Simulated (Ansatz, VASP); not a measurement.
Two plane-wave programs on ZnS

Contents of POSCAR:

```
ZnS
1.0
    3.8110000000      0.0000000000      0.0000000000
   -1.9055000000      3.3004230000      0.0000000000
    0.0000000000      0.0000000000      6.2340000000
Zn S
2 2
Direct
    0.3333333333      0.6666666667      0.0000000000
    0.6666666667      0.3333333333      0.5000000000
    0.3333333333      0.6666666667      0.3850000000
    0.6666666667      0.3333333333      0.8850000000
```

Contents of INCAR.step1:

```
SYSTEM = ZnS
PREC     = Accurate       ! precision mode
ENCUT    = 520            ! plane-wave cutoff, eV
ISMEAR   = 0              ! smearing method
SIGMA    = 0.01           ! smearing width, eV
LREAL    = .False.        ! projectors in reciprocal space
LASPH    = .True.         ! aspherical terms in the spheres
NELM     = 80             ! most SCF steps
NBANDS   = 26             ! bands
GGA      = PE             ! functional
ALGO     = Normal         ! electronic algorithm
EDIFF    = 1E-4           ! SCF threshold, eV
LWAVE    = .True.         ! write WAVECAR
LCHARG   = .False.        ! write CHGCAR
```

Contents of INCAR.step2:

```
SYSTEM = ZnS
PREC     = Accurate       ! precision mode
ENCUT    = 520            ! plane-wave cutoff, eV
EDIFF    = 1E-7           ! SCF threshold, eV
ISMEAR   = 0              ! smearing method
SIGMA    = 0.01           ! smearing width, eV
LREAL    = .False.        ! projectors in reciprocal space
LASPH    = .True.         ! aspherical terms in the spheres
NELM     = 80             ! most SCF steps
ALGO     = Normal         ! electronic algorithm
ISIF     = 2              ! what is computed and relaxed
LWAVE    = .False.        ! write WAVECAR
LCHARG   = .True.         ! write CHGCAR
METAGGA  = R2SCAN         ! meta-GGA
LMIXTAU  = .True.       
LELF     = .True.         ! ELF
LVHAR    = .True.       
NBANDS   = 26             ! bands
ISTART   = 1
```

File KPOINTS:

```
Automatic mesh
0
Gamma
  6 6 4
  0 0 0
```

Input for Ansatz:

```yaml
crystal:
  lattice:
    - [3.811, 0.0, 0.0]
    - [-1.9055, 3.300423, 0.0]
    - [0.0, 0.0, 6.234]
  atoms:
    - { symbol: Zn, position: [0.3333333333333333, 0.6666666666666666, 0.0] }
    - { symbol: Zn, position: [0.6666666666666666, 0.3333333333333333, 0.5] }
    - { symbol: S, position: [0.3333333333333333, 0.6666666666666666, 0.385] }
    - { symbol: S, position: [0.6666666666666666, 0.3333333333333333, 0.885] }
kpoints:
  mp_grid:
    grid: [6, 6, 4]
hamiltonian:
  xc: r2scan
scf:
  convergence:
    dr2_threshold: 1.0e-10
  occupations:
    method: fixed
output:
  stress: true
  eigenvalues: true
```

Alike in both runs: task single point; functional r2SCAN; k mesh 6 × 6 × 4; no spin polarisation.

|  | VASP | Ansatz |
| --- | --- | --- |
| version | VASP 6.6.1 | Ansatz 0.2.0 |
| potentials or method | VASP PAW PBE potentials, release 64 (Zn, S) | plane waves, PAW |
| plane-wave cutoff (eV) | 520 | 500 |
| occupations | gaussian, width 0.01 eV | fixed |
| valence electrons in the cell | 36 | 36 |

|  | VASP | Ansatz | Ansatz less VASP |
| --- | --- | --- | --- |
| gap on the k mesh at the Fermi level (eV) | 2.83 | 2.82 | -0.009 |
| pressure (GPa) | 0.2 | 0.1 | -0.06 |
| traceless stress, the component that is largest in VASP (GPa) | -1.30 | -1.29 | +0.010 |

VASP's potentials were made for PBE, not for r2SCAN.
